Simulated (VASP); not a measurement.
# Zr2S3 (P4/mmm) in VASP: notebook

Zr2S3 is run at these levels: PBE; tasks: relaxation of cell and atoms, single point.

Everything below comes from runs of VASP 6.6.1. Logs are shortened: lines on timing, memory, paths and dates and some standing lists are left out, and cuts for length are marked.

## (1) The cell of the first run

The structure is tetragonal, space group P4/mmm (No. 123). Conventional cell: a = 4.181 Å, b = 4.181 Å, c = 6.953 Å, α = 90.00°, β = 90.00°, γ = 90.00°. Within 3.8 Å of Zr (site symmetry 4mm) lie 8 S at 2.88 to 3.31 Å and 1 Zr at 2.99 Å. Within 3.8 Å of S (site symmetry mmm) lie 4 Zr at 2.88 Å and 4 S at 2.96 Å. S (site symmetry 4/mmm) has 8 Zr at 3.31 Å and 12 S at 4.06 to 4.18 Å within 4.4 Å.

## (2) Relaxation of cell and atoms, PBE

The input, INCAR:

```
ALGO = Normal
EDIFF = 1E-6
EDIFFG = -0.04
ENCUT = 600
GGA = PE
IBRION = 2
ISIF = 3
ISMEAR = 0
LASPH = T
LCHARG = F
LREAL = F
LWAVE = F
NELM = 100
NSW = 90
PREC = Accurate
SIGMA = 0.1
```

The input, KPOINTS:

```
k-points
0
Gamma
  4 4 4
```

The input, POSCAR:

```
Zr2S3
1.0
    4.1808585500      0.0000000000      0.0000000000
    0.0000000000      4.1808585500      0.0000000000
    0.0000000000      0.0000000000      6.9531535300
Zr S
2 3
Direct
    0.5000000000      0.5000000000      0.7848865600
    0.5000000000      0.5000000000      0.2151134400
    0.0000000000      0.5000000000      0.5000000000
    0.5000000000      0.0000000000      0.5000000000
    0.0000000000      0.0000000000      0.0000000000
```

Potentials or basis: VASP PAW PBE potentials, release 64 (Zr_sv, S).

Started as:

```sh
$ cat potpaw_PBE.64/Zr_sv/POTCAR potpaw_PBE.64/S/POTCAR > POTCAR
$ mpirun -np 1 vasp_std > vasp.out
```

OUTCAR:

```text
EDIFF = 1E-6
   EDIFFG = -0.04
   ENCUT = 600
   GGA = PE
   IBRION = 2
   ISIF = 3
   ISMEAR = 0
   LASPH = T
   LREAL = F
   NELM = 100
   NSW = 90
   PREC = Accurate

 ion  position               nearest neighbor table
   1  0.500  0.500  0.785-   3 2.88   4 2.88   4 2.88   3 2.88   2 2.99   5 3.31   5 3.31   5 3.31
                             5 3.31
   2  0.500  0.500  0.215-   3 2.88   4 2.88   4 2.88   3 2.88   1 2.99   5 3.31   5 3.31   5 3.31
                             5 3.31
   3  0.000  0.500  0.500-   1 2.88   2 2.88   1 2.88   2 2.88
   4  0.500  0.000  0.500-   1 2.88   2 2.88   1 2.88   2 2.88
   5  0.000  0.000  0.000-   1 3.31   2 3.31   1 3.31   2 3.31   1 3.31   2 3.31   1 3.31   2 3.31

  LATTYP: Found a simple tetragonal cell.
 ALAT       =     4.1808585500
 C/A-ratio  =     1.6630922685

  Lattice vectors:

 A1 = (   4.1808585500,   0.0000000000,   0.0000000000)
 A2 = (   0.0000000000,   4.1808585500,   0.0000000000)
 A3 = (   0.0000000000,   0.0000000000,   6.9531535300)

Analysis of symmetry for initial positions (statically):
=====================================================================
 Subroutine PRICEL returns:
 Original cell was already a primitive cell.

 Routine SETGRP: Setting up the symmetry group for a
 simple tetragonal supercell.

 Subroutine GETGRP returns: Found 16 space group operations
 (whereof 16 operations were pure point group operations)
 out of a pool of 16 trial point group operations.

The static configuration has the point symmetry D_4h.

Analysis of symmetry for dynamics (positions and initial velocities):
=====================================================================
 Subroutine PRICEL returns:
 Original cell was already a primitive cell.

 Routine SETGRP: Setting up the symmetry group for a
 simple tetragonal supercell.

 Subroutine GETGRP returns: Found 16 space group operations
 (whereof 16 operations were pure point group operations)
 out of a pool of 16 trial point group operations.

The dynamic configuration has the point symmetry D_4h.

 Subroutine INISYM returns: Found 16 space group operations
 (whereof 16 operations are pure point group operations),
 and found     1 'primitive' translations

----------------------------------------------------------------------------------------

                                     Primitive cell

  volume of cell :     121.5382

  direct lattice vectors                    reciprocal lattice vectors
     4.180858550  0.000000000  0.000000000     0.239185322  0.000000000  0.000000000
     0.000000000  4.180858550  0.000000000     0.000000000  0.239185322  0.000000000
     0.000000000  0.000000000  6.953153530     0.000000000  0.000000000  0.143819635

  length of vectors
     4.180858550  4.180858550  6.953153530     0.239185322  0.239185322  0.143819635

  position of ions in fractional coordinates (direct lattice)
     0.500000000  0.500000000  0.784886560
     0.500000000  0.500000000  0.215113440
     0.000000000  0.500000000  0.500000000
     0.500000000  0.000000000  0.500000000
     0.000000000  0.000000000  0.000000000

  ion indices of the primitive-cell ions
   primitive index   ion index
                 1           1
                 2           2
                 3           3
                 4           4
                 5           5

----------------------------------------------------------------------------------------

 KPOINTS: k-points

Automatic generation of k-mesh.
 Grid dimensions read from file:
 generate k-points for:    4    4    4

 Generating k-lattice:

  Cartesian coordinates                     Fractional coordinates (reciprocal lattice)
     0.059796331  0.000000000  0.000000000     0.250000000  0.000000000  0.000000000
     0.000000000  0.059796331  0.000000000     0.000000000  0.250000000  0.000000000
     0.000000000  0.000000000  0.035954909     0.000000000  0.000000000  0.250000000

  Length of vectors
     0.059796331  0.059796331  0.035954909

  Shift w.r.t. Gamma in fractional coordinates (k-lattice)
     0.000000000  0.000000000  0.000000000

 Subroutine IBZKPT returns following result:
 ===========================================

 Found     18 irreducible k-points:

 Following reciprocal coordinates:
            Coordinates               Weight
  0.000000  0.000000  0.000000      1.000000
  0.250000  0.000000  0.000000      4.000000
  0.500000  0.000000  0.000000      2.000000
  0.250000  0.250000  0.000000      4.000000
  0.500000  0.250000  0.000000      4.000000
  0.500000  0.500000  0.000000      1.000000
[... 10 lines left out ...]
  0.500000  0.250000  0.500000      4.000000
  0.500000  0.500000  0.500000      1.000000
   k-points           NKPTS =     18   k-points in BZ     NKDIM =     18   number of bands    NBANDS=     25
   number of dos      NEDOS =    301   number of ions     NIONS =      5
   total plane-waves  NPLWV =  72576
   dimension x,y,z NGX =    36 NGY =   36 NGZ =   56
   dimension x,y,z NGXF=    72 NGYF=   72 NGZF=  112
   ions per type =               2   3
   NGX,Y,Z   is equivalent  to a cutoff of  14.31, 14.31, 13.39 a.u.
   NGXF,Y,Z  is equivalent  to a cutoff of  28.63, 28.63, 26.78 a.u.
 SYSTEM =  unknown system
   PREC   = accura    normal or accurate (medium, high low for compatibility)
   ISTART =      0    job   : 0-new  1-cont  2-samecut
   ICHARG =      2    charge: 1-file 2-atom 10-const
   ISPIN  =      1    spin polarized calculation?
   LNONCOLLINEAR =      F non collinear calculations
   LSORBIT =      F    spin-orbit coupling
   LASPH  =      T    aspherical Exc in radial PAW
   ENCUT  =  600.0 eV  44.10 Ry    6.64 a.u.   8.35  8.35 13.89*2*pi/ulx,y,z
   NELM   =    100;   NELMIN=  2; NELMDL= -5     # of ELM steps
   EDIFF  = 0.1E-05   stopping-criterion for ELM
   LREAL  =      F    real-space projection
   EDIFFG = -.4E-01   stopping-criterion for IOM
   NSW    =     90    number of steps for IOM
   IBRION =      2    ionic relax: 0-MD 1-quasi-New 2-CG
   NFREE  =      1    steps in history (QN), initial steepest desc. (CG)
   ISIF   =      3    stress and relaxation
   ISYM   =      2    0-nonsym 1-usesym 2-fastsym
   POTIM  = 0.5000    time-step for ionic-motion
   TEBEG  =    0.0;   TEEND  =   0.0 temperature during run
   PSTRESS=    0.0 pullay stress
   NELECT =      42.0000    total number of electrons
   NUPDOWN=      -1.0000    fix difference up-down
   EMIN   =  10.00;   EMAX   =-10.00  energy-range for DOS
   EFERMI =   0.00;   METHOD = LEGACY
   ISMEAR =     0;   SIGMA  =   0.10  broadening in eV -4-tet -1-fermi 0-gaus
   EFERMI_NEDOS =   21; number of points for ismear=-14 and -15
   IALGO  =     38    algorithm
   IMIX   =      4    mixing-type and parameters
     AMIX     =   0.40;   BMIX     =  1.00
     AMIX_MAG =   1.60;   BMIX_MAG =  1.00
  volume/ion in A,a.u.               =      24.31       164.04
  Fermi-wavevector in a.u.,A,eV,Ry     =   1.148824  2.170963 17.956937  1.319798
  Thomas-Fermi vector in A             =   2.285497
   LORBIT       =      0    0 simple, 1 ext, 2 COOP (PROOUT), +10 PAW based schemes
   GGA     = PE    functional components
   LHFCALC =     F    Hartree Fock is set to
   AEXX    =    0.0000 exact exchange contribution
   IVDW    =     0    specifies the selected vdW correction
   LEPSILON=     F    determine dielectric tensor
   LRPA    =     F    only Hartree local field effects (RPA)
 conjugate gradient relaxation of ions
 non-spin polarized calculation
 Gauss-broadening in eV      SIGMA  =   0.10
  energy-cutoff  :      600.00
  volume of cell :      121.54
 maximum number of plane-waves:      4100
 NGX is ok and might be reduce to    36
   NGX = 17   NGY = 17   NGZ = 27

--------------------------------------- Ionic step        1  -------------------------------------------

 number of electron      42.0000007 magnetization

 Free energy of the ion-electron system (eV)
  ---------------------------------------------------
  ext. energy  EPLUGINS =         0.00000000
  ---------------------------------------------------
  free energy    TOTEN  =       -30.99670102 eV

  energy without entropy =      -30.96500799  energy(sigma->0) =      -30.98085451

 E-fermi :   6.1346     XC(G=0):  -9.7149

 val. band max:        6.1000506151   @ k =   0.5000   0.2500   0.2500
 cond. band min:       6.1511278019   @ k =   0.5000   0.2500   0.5000
 fundamental gap:      0.0510771868
 Fermi energy:         6.1345916035

 k-point     1 :       0.0000    0.0000    0.0000
  band No.  band energies     occupation
      1     -44.2430      2.00000
      2     -44.1944      2.00000
      3     -22.3389      2.00000
      4     -22.3389      2.00000
      5     -22.2878      2.00000
      6     -22.2878      2.00000
[... 17 lines left out ...]
     24       6.6484      0.00000
     25       7.2875      0.00000
[... 769 lines left out ...]
 POSITION                                       TOTAL-FORCE (eV/Angst)
 -----------------------------------------------------------------------------------
      2.06914      2.06914      4.51773         0.000000      0.000000      0.043479
      2.06914      2.06914      1.59004        -0.000000     -0.000000     -0.043479
      0.00000      2.06914      3.05389        -0.000000      0.000000     -0.000000
      2.06914      0.00000      3.05389         0.000000      0.000000     -0.000000
      0.00000      0.00000      0.00000         0.000000      0.000000     -0.000000
 -----------------------------------------------------------------------------------
    total drift:                                0.000000      0.000000     -0.000000

  FREE ENERGIE OF THE ION-ELECTRON SYSTEM (eV)
  ---------------------------------------------------
  free  energy   TOTEN  =       -33.1774041038 eV

  energy  without entropy=      -33.1576130111  energy(sigma->0) =      -33.16750856

--------------------------------------- Ionic step        9  -------------------------------------------

 number of electron      42.0000004 magnetization

 Free energy of the ion-electron system (eV)
  ---------------------------------------------------
  ext. energy  EPLUGINS =         0.00000000
  ---------------------------------------------------
  free energy    TOTEN  =       -33.17773997 eV

  energy without entropy =      -33.15838942  energy(sigma->0) =      -33.16806470

 E-fermi :   7.5089     XC(G=0): -10.2938

 val. band max:        7.5076507650   @ k =   0.0000   0.0000   0.0000
 cond. band min:       7.5384622509   @ k =   0.5000   0.0000   0.2500
 fundamental gap:      0.0308114859
 Fermi energy:         7.5088503315

 k-point     1 :       0.0000    0.0000    0.0000
  band No.  band energies     occupation
      1     -42.6466      2.00000
      2     -42.5566      2.00000
      3     -20.9691      2.00000
      4     -20.7687      2.00000
      5     -20.7687      2.00000
      6     -20.6519      2.00000
[... 17 lines left out ...]
     24       8.2123      0.00000
     25       8.7811      0.00000
[... 496 lines left out ...]
 POSITION                                       TOTAL-FORCE (eV/Angst)
 -----------------------------------------------------------------------------------
      2.06768      2.06768      4.52810         0.000000      0.000000      0.012788
      2.06768      2.06768      1.59125        -0.000000     -0.000000     -0.012788
      0.00000      2.06768      3.05967         0.000000      0.000000      0.000000
      2.06768      0.00000      3.05967         0.000000      0.000000      0.000000
      0.00000      0.00000      0.00000        -0.000000      0.000000      0.000000
 -----------------------------------------------------------------------------------
    total drift:                                0.000000      0.000000      0.000000

  FREE ENERGIE OF THE ION-ELECTRON SYSTEM (eV)
  ---------------------------------------------------
  free  energy   TOTEN  =       -33.1777399747 eV

  energy  without entropy=      -33.1583894238  energy(sigma->0) =      -33.16806470

 reached required accuracy - stopping structural energy minimisation
```

It took 11 min on 1 thread of Intel Xeon 8259CL, shared host; peak memory 0.3 GiB.

What came out:

| Quantity | Value |
| --- | --- |
| Free energy | -33.1777 eV |
| Relaxed volume | 20.93 Å³/atom |
| Relaxed cell | a = 4.135 Å, b = 4.135 Å, c = 6.119 Å, α = 90.00°, β = 90.00°, γ = 90.00° |
| Space group after relaxing (to 0.05 Å) | P4/mmm (No. 123) |
| Energy gained by relaxing | 436.2 meV/atom |
| Ionic steps | 9 |
| Pressure after relaxing | -0.1 GPa |
| Largest force after relaxing | 0.013 eV/Å |
| Band gap on the k mesh | zero (band 21 reaches 8.43 eV, above the bottom of band 22 at 7.25 eV) |

Forces in eV/Å, atoms in the order of the input:
```
Zr   0.000  0.000  0.013
Zr   0.000  0.000 -0.013
S    0.000  0.000  0.000
S    0.000  0.000  0.000
S    0.000  0.000  0.000
```

Step by step:
```
step  energy change (eV)  largest force (eV/Å)  pressure (GPa)  volume (Å³)
   1              0.0000                2.2885          -13.58       121.54
   2             -1.4525                1.2394           12.87        88.65
   3             -1.6863                1.9597            2.31        95.89
   4             -1.9853                0.5591            3.48        96.97
   5             -2.0445                0.1864            5.25        97.67
   6             -2.1593                0.2273           -2.38       107.57
   7             -2.1764                0.1091           -0.57       104.84
   8             -2.1807                0.0435            0.05       104.60
   9             -2.1810                0.0128           -0.08       104.65
```

Final structure:
```yaml
crystal:
  lattice:
    - [4.13537, 0.00000, 0.00000]
    - [0.00000, 4.13537, 0.00000]
    - [0.00000, 0.00000, 6.11935]
  atoms:
    - { symbol: Zr, position: [0.50000, 0.50000, 0.73996] }
    - { symbol: Zr, position: [0.50000, 0.50000, 0.26004] }
    - { symbol: S, position: [0.00000, 0.50000, 0.50000] }
    - { symbol: S, position: [0.50000, 0.00000, 0.50000] }
    - { symbol: S, position: [0.00000, 0.00000, 0.00000] }
```

Caveat: the k points lie up to 0.38 Å⁻¹ apart in the final cell.

## (3) Single point, PBE, collinear spin, ferromagnetic start

This run uses another cell than the first one, of 20.86 Å³/atom, 0.858 times its volume.

The input, INCAR:

```
SYSTEM = Zr2S3
  PREC = Accurate
  ENCUT = 520
  EDIFF = 1E-6
  ISMEAR = 0
  SIGMA = 0.1
  LREAL = .False.
  LASPH = .True.
  NELM = 150
  ALGO = Normal
  ISIF = 2
  LWAVE = .False.
  LCHARG = .True.
  ISPIN = 2
  MAGMOM = 1 1 0 0 0
  LORBIT = 11
  LMAXMIX = 4
  GGA = PE
  LELF = .True.
  LVHAR = .True.
  NBANDS = 33
```

The input, KPOINTS:

```
regular mesh
0
Gamma
  4 4 4
  0 0 0
```

The input, POSCAR:

```
Zr2S3
1.0
    4.1320052479      0.0000000000      0.0000000000
    0.0000000000      4.1320052479      0.0000000000
    0.0000000000      0.0000000000      6.1094052889
Zr S
2 3
Direct
    0.5000000000      0.5000000000      0.7412290610
    0.5000000000      0.5000000000      0.2587709390
    0.0000000000      0.5000000000      0.5000000000
    0.5000000000      0.0000000000      0.5000000000
    0.0000000000      0.0000000000      0.0000000000
```

Potentials or basis: VASP PAW PBE potentials, release 64 (Zr_sv, S).

Started as:

```sh
$ cat potpaw_PBE.64/Zr_sv/POTCAR potpaw_PBE.64/S/POTCAR > POTCAR
$ mpirun -np 1 vasp_std > vasp.out
```

It took 4.3 min on 1 thread of Intel Xeon 8259CL, shared host; peak memory 0.29 GiB.

The run converged. Its results:

```
Free energy                                           : -33.1760 eV
Pressure                                              : -0.1 GPa
Largest force                                         : 0.029 eV/Å
Band gap on the k mesh                                : zero (filled and empty bands overlap)
Net moment                                            : 0.00 μB per cell
Valence electrons inside the program's atomic spheres : Zr 9.73; S 3.81, 3.61
```

Forces in eV/Å, atoms in the order of the input:
```
Zr   0.000  0.000 -0.029
Zr   0.000  0.000  0.029
S    0.000  0.000  0.000
S    0.000  0.000  0.000
S    0.000  0.000  0.000
```

Levels at points of the mesh, in eV from the Fermi level:
Spin up:
| k point | band 18 | band 19 | band 20 | band 21 | band 22 | band 23 | band 24 | band 25 |
| --- | --- | --- | --- | --- | --- | --- | --- | --- |
| (0.00, 0.00, 0.00) | -2.57 | -1.38 | -0.57 | -0.57 | 0.00 | 0.48 | 0.71 | 1.27 |
| (0.50, 0.00, 0.00) | -2.69 | -2.04 | -1.90 | -1.15 | -0.26 | 0.37 | 1.26 | 1.79 |
| (0.50, 0.50, 0.00) | -3.30 | -2.58 | -0.89 | 0.93 | 1.18 | 1.57 | 1.57 | 1.61 |
| (0.00, 0.00, 0.50) | -2.69 | -0.91 | -0.91 | -0.30 | -0.23 | 0.23 | 0.92 | 1.06 |
| (0.50, 0.00, 0.50) | -3.09 | -2.74 | -1.99 | -0.08 | 0.27 | 0.37 | 0.73 | 1.55 |
| (0.50, 0.50, 0.50) | -2.55 | -1.92 | -0.23 | -0.16 | 0.79 | 0.82 | 0.82 | 0.88 |
Spin down:
| k point | band 18 | band 19 | band 20 | band 21 | band 22 | band 23 | band 24 | band 25 |
| --- | --- | --- | --- | --- | --- | --- | --- | --- |
| (0.00, 0.00, 0.00) | -2.57 | -1.38 | -0.57 | -0.57 | 0.00 | 0.48 | 0.71 | 1.27 |
| (0.50, 0.00, 0.00) | -2.69 | -2.04 | -1.90 | -1.15 | -0.26 | 0.37 | 1.26 | 1.79 |
| (0.50, 0.50, 0.00) | -3.30 | -2.58 | -0.89 | 0.93 | 1.18 | 1.57 | 1.57 | 1.61 |
| (0.00, 0.00, 0.50) | -2.69 | -0.91 | -0.91 | -0.30 | -0.23 | 0.23 | 0.92 | 1.06 |
| (0.50, 0.00, 0.50) | -3.09 | -2.74 | -1.99 | -0.08 | 0.27 | 0.37 | 0.73 | 1.55 |
| (0.50, 0.50, 0.50) | -2.55 | -1.92 | -0.23 | -0.16 | 0.79 | 0.82 | 0.82 | 0.88 |

Caveat: the k points lie up to 0.38 Å⁻¹ apart.
